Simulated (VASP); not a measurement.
**Mn: single point with LDA**

The system is Mn.

```
Mn
1.0
     0.00000    2.26159    2.26159
     2.26159    0.00000    2.26159
     2.26159    2.26159    0.00000
Mn
2
Cartesian
  0.0000 0.0000 0.0000
  2.2616 2.2616 2.2616
```

This isn't the form of Mn at room conditions, which is a 58-atom cubic cell.

```json
{
 "Program": "VASP 6.6.1",
 "Task": "single point",
 "Functional": "LDA",
 "Potentials or basis": "VASP PAW LDA potentials, release 64 (Mn_pv)",
 "Cutoff": "520 eV",
 "k mesh": "20 × 20 × 20",
 "Occupations": "fermi-dirac, width 0.05 eV",
 "Spin": "collinear spin, antiferromagnetic start",
 "Starting moments": "[1.408, -1.408] μB",
 "Dipole correction": "no",
 "Further INCAR settings": "ALGO = Normal; EDIFF = 1e-06; NBANDS = 24"
}
```

The pressure is -1.4 GPa. The band gap on the k mesh is zero (filled and empty bands overlap). The net moment is 0.00 μB per cell and the site moments are Mn +1.35, -1.35 μB. The valence electrons inside the program's atomic spheres are Mn 12.07.

Levels at points of the mesh, in eV from the Fermi level:
Spin up:
| k point | band 11 | band 12 | band 13 | band 14 | band 15 | band 16 |
| --- | --- | --- | --- | --- | --- | --- |
| (0.00, 0.00, 0.00) | -3.75 | -3.75 | 1.65 | 1.65 | 1.65 | 3.08 |
| (0.50, 0.00, 0.00) | -1.19 | -1.19 | -0.93 | -0.93 | 0.22 | 0.22 |
| (0.50, 0.50, 0.00) | -1.13 | -0.78 | -0.78 | 0.56 | 0.56 | 1.79 |
Spin down:
```
           k point  band 10  band 11  band 12  band 13  band 14  band 15  band 16  band 17
(0.00, 0.00, 0.00)    -3.75    -3.75    -3.75     1.65     1.65     1.65     3.08     3.08
(0.50, 0.00, 0.00)    -2.09    -1.19    -1.19    -0.93    -0.93     0.22     0.22     1.21
(0.50, 0.50, 0.00)    -2.41    -1.13    -0.78    -0.78     0.56     0.56     1.79     2.98
```

Run time: 73 s on 1 thread of Intel(R) Xeon(R) 6975P-C (Granite Rapids), with other jobs on the host, peak memory 0.28 GiB.

Caveat: the antiferromagnetic order is the one typed at the start, and another may lie lower.
